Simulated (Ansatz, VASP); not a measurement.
## PtS2 in VASP and in Ansatz

File INCAR:

```
PREC     = Accurate       # precision mode
ENCUT    = 520            # plane-wave cutoff, eV
EDIFF    = 1E-6           # SCF threshold, eV
ISMEAR   = 0              # smearing method
SIGMA    = 0.05           # smearing width, eV
LREAL    = False          # projectors in reciprocal space
LASPH    = True           # aspherical terms in the spheres
NELM     = 100            # most SCF steps
ALGO     = Normal         # electronic algorithm
ISIF     = 2              # what is computed and relaxed
LWAVE    = False          # write WAVECAR
LCHARG   = False          # write CHGCAR
GGA      = PE             # functional
NBANDS   = 18             # bands
```

KPOINTS

```
regular mesh
0
Gamma
  12 12 8
```

File POSCAR:

```
PtS2
1.0
    3.5431994758      0.0000000000      0.0000000000
   -1.7715997379      3.0685007567      0.0000000000
    0.0000000000      0.0000000000      5.0388000000
Pt S
1 2
Direct
    0.0000000000      0.0000000000      0.0000000000
    0.4277695974      0.7357988101      0.2202310074
    0.6666666667      0.3333333333      0.7500000000
```

Input for Ansatz:

```yaml
crystal:
  lattice:
    - [3.5431994758, 0.0, 0.0]
    - [-1.7715997379, 3.0685007567, 0.0]
    - [0.0, 0.0, 5.0388]
  atoms:
    - { symbol: Pt, position: [0.0, 0.0, 0.0] }
    - { symbol: S, position: [0.4277695974, 0.7357988101, 0.2202310074] }
    - { symbol: S, position: [0.6666666667, 0.3333333333, 0.75] }
basis:
  ecutwfc: 420
kpoints:
  mp_grid: { grid: [12, 12, 8] }
hamiltonian:
  xc: pbe
scf:
  occupations: { method: gaussian, width: 0.05 }
output:
  forces: true
  stress: true
  eigenvalues: true
```

Alike in both runs: task single point; functional PBE; k mesh 12 × 12 × 8; occupations gaussian, width 0.05 eV; no spin polarisation.

```csv
,VASP,Ansatz
version,VASP 6.6.1,Ansatz 0.2.0
potentials or method,"VASP PAW PBE potentials, release 64 (Pt, S), cutoff 520 eV","scalar-relativistic, plane waves, PAW"
valence electrons in the cell,22,30
```

Ansatz gave:

* gap on the k mesh at the Fermi level (eV): 0.39
* least direct gap on the mesh (eV): 0.62
* pressure (GPa): 13.8
* traceless stress, the component that is largest in VASP (GPa): -13.14
* rms of the force components (eV/Å): 2.527

Question: Which values does VASP return?

Answer: gap on the k mesh at the Fermi level (eV): 0.40; least direct gap on the mesh (eV): 0.63; pressure (GPa): 13.3; traceless stress, the component that is largest in VASP (GPa): -13.11; rms of the force components (eV/Å): 2.526.

Atom by atom the forces differ by 0.021 eV/Å (rms over components). With one functional, cell and mesh, what is left measures potentials, basis and numerics. VASP's potentials hold 22 valence electrons a cell and Ansatz's 30, so a difference there can come from the potentials and not from the codes.

Spin-orbit coupling is off throughout.
